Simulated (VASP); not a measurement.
Here is a VASP 6.6.1 calculation.

File INCAR:

```
SYSTEM = Si
  PREC = Accurate
  ENCUT = 520
  EDIFF = 1E-6
  ISMEAR = -1
  SIGMA = 0.02
  LREAL = .False.
  LASPH = .True.
  NELM = 100
  ALGO = Normal
  ISIF = 2
  LWAVE = .False.
  LCHARG = .False.
  GGA = CA
  NBANDS = 11
```

KPOINTS

```
regular mesh
0
Gamma
  8 8 8
  0 0 0
```

Contents of POSCAR:

```
Si
1.0
    0.0000000000      2.7012022109      2.7012022109
    2.7012022109      0.0000000000      2.7012022109
    2.7012022109      2.7012022109      0.0000000000
Si
2
Direct
    0.0000000000      0.0000000000      0.0000000000
    0.2500000000      0.2500000000      0.2500000000
```

Potentials or basis: VASP PAW LDA potentials, release 64 (Si).

Launch:

```bash
$ cat potpaw_LDA.64/Si/POTCAR > POTCAR
$ mpirun -np 1 vasp_std > vasp.out
```

Q: What does it give for the band gap on the k mesh?

A: 0.49 eV, indirect (least direct gap 2.53 eV).

Q: Estimate the pressure.

A: 0.0 GPa.

A k mesh can miss the band edges. A hybrid or GW would open this gap; LDA tends to underestimate it.
